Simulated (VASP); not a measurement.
## Mg4CdS3: relaxation of shape and atoms at fixed volume with PBE

The system is Mg4CdS3.

```
Mg Cd S
1.0
     3.74755    0.00000    0.00000
    -1.87378    3.24548    0.00000
     0.00000    0.00000   14.35099
Mg Cd S
4 1 3
Direct
  0.33333 0.66667 0.60814
  0.66667 0.33333 0.39186
  0.66667 0.33333 0.16915
  0.33333 0.66667 0.83085
  0.00000 0.00000 0.00000
  0.66667 0.33333 0.71948
  0.33333 0.66667 0.28052
  0.00000 0.00000 0.50000
```

```json
{
  "Program": "VASP 6.6.1",
  "Task": "relaxation of shape and atoms at fixed volume",
  "Functional": "PBE",
  "Potentials or basis": "VASP PAW PBE potentials, release 64 (Mg, Cd, S)",
  "Cutoff": "600 eV",
  "k mesh": "12 × 12 × 4",
  "Occupations": "gaussian, width 0.1 eV",
  "Spin": "no spin polarisation",
  "Dipole correction": "no",
  "Further INCAR settings": "ALGO = Normal; EDIFF = 1e-07; IBRION = 2; EDIFFG = -0.01; NSW = 50; ISIF = 4"
}
```

```yaml
Energy_gained_by_relaxing: 0.5 meV/atom
Ionic_steps: 8
Pressure_after_relaxing: -4.5 GPa
Largest_force_after_relaxing: 0.009 eV/Å
Band_gap_on_the_k_mesh: zero (bands 19 and 20 overlap by 0.15 eV)
```

Forces on the atoms (eV/Å):
```
Mg   0.000  0.000 -0.009
Mg   0.000  0.000  0.009
Mg   0.000  0.000 -0.007
Mg   0.000  0.000  0.007
Cd   0.000  0.000  0.000
S    0.000  0.000 -0.007
S    0.000  0.000  0.007
S    0.000  0.000  0.000
```

Step by step:
| step | energy change (eV) | largest force (eV/Å) | pressure (GPa) | volume (Å³) |
| --- | --- | --- | --- | --- |
| 1 | 0.0000 | 0.1081 | -4.62 | 174.55 |
| 2 | -0.0012 | 0.0715 | -4.59 | 174.55 |
| 3 | -0.0017 | 0.0361 | -4.55 | 174.55 |
| 4 | -0.0023 | 0.0363 | -4.54 | 174.55 |
| 5 | -0.0032 | 0.0376 | -4.50 | 174.55 |
| 6 | -0.0030 | 0.0397 | -4.44 | 174.55 |
| 7 | -0.0034 | 0.0384 | -4.48 | 174.55 |
| 8 | -0.0037 | 0.0090 | -4.46 | 174.55 |

Final structure:
```
Mg Cd S
1.0
     3.74616    0.00000    0.00000
    -1.87308    3.24427    0.00000
     0.00000    0.00000   14.36167
Mg Cd S
4 1 3
Direct
  0.33333 0.66667 0.60740
  0.66667 0.33333 0.39260
  0.66667 0.33333 0.17148
  0.33333 0.66667 0.82852
  0.00000 0.00000 0.00000
  0.66667 0.33333 0.71804
  0.33333 0.66667 0.28196
  0.00000 0.00000 0.50000
```

Levels at points of the mesh, in eV from the Fermi level:
```tsv
k point	band 16	band 17	band 18	band 19	band 20	band 21	band 22	band 23
(0.00, 0.00, 0.00)	-2.08	-1.99	-1.99	-1.27	0.97	2.52	2.59	3.66
(0.50, 0.00, 0.00)	-2.89	-2.62	-2.22	-1.19	0.24	1.14	1.46	2.81
(0.00, 0.00, 0.50)	-2.08	-1.99	-1.99	-1.85	1.78	1.92	2.61	3.52
(0.50, 0.00, 0.50)	-2.89	-2.62	-2.16	-1.28	-0.03	1.65	1.85	2.44
```

Wall time 26 min on 1 thread of Oxide Virtual Turin-like Processor, on a shared host, peak memory 0.56 GiB.

Caveat: semilocal functionals underestimate gaps, and a narrow one can read as zero.
